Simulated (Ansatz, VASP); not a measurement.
**Sc3Ga2As: VASP beside Ansatz**

```
Sc Ga As
1.0
     3.62609    0.00000    0.00000
    -1.81305    3.14029    0.00000
     0.00000    0.00000   22.56902
Sc Ga As
6 4 2
Cartesian
  1.8130 1.0468 7.3414
  0.0000 2.0935 18.6259
  0.0000 2.0935 15.2276
  1.8130 1.0468 3.9431
  0.0000 0.0000 11.2845
  0.0000 0.0000 0.0000
  0.0000 2.0935 9.3040
  1.8130 1.0468 20.5885
  0.0000 2.0935 1.9806
  1.8130 1.0468 13.2651
  0.0000 0.0000 16.9268
  0.0000 0.0000 5.6423
```

Change from the starting cell: species swapped into the Ti3AlC2 type (P6_3/mmc, No. 194).

Alike in both runs: functional PBE; k mesh 6 × 6 × 1; occupations gaussian, width 0.1 eV; no spin polarisation.

Ansatz relaxed the structure, and its values are those at the end. VASP's run is a single point on that final structure, the one shown.

```csv
,VASP,Ansatz
version,VASP 6.6.1,Ansatz 0.2.0
potentials or method,"VASP PAW PBE potentials, release 64 (Sc_sv, Ga_d, As), cutoff 520 eV","scalar-relativistic, plane waves, PAW"
valence electrons in the cell,128,148
```

```tsv
	VASP	Ansatz	Ansatz less VASP
gap on the k mesh at the Fermi level (eV)	none	none	-
pressure (GPa)	0.2	0.1	-0.17
rms of the force components (eV/Å)	0.010	0.002	-0.0082
```

A gap of «none» marks a metal or a gap that the smearing closes. The functional is the same, so the differences come from potentials, cutoffs and numerics. VASP's potentials hold 128 valence electrons a cell and Ansatz's 148, so a difference there can come from the potentials and not from the codes.
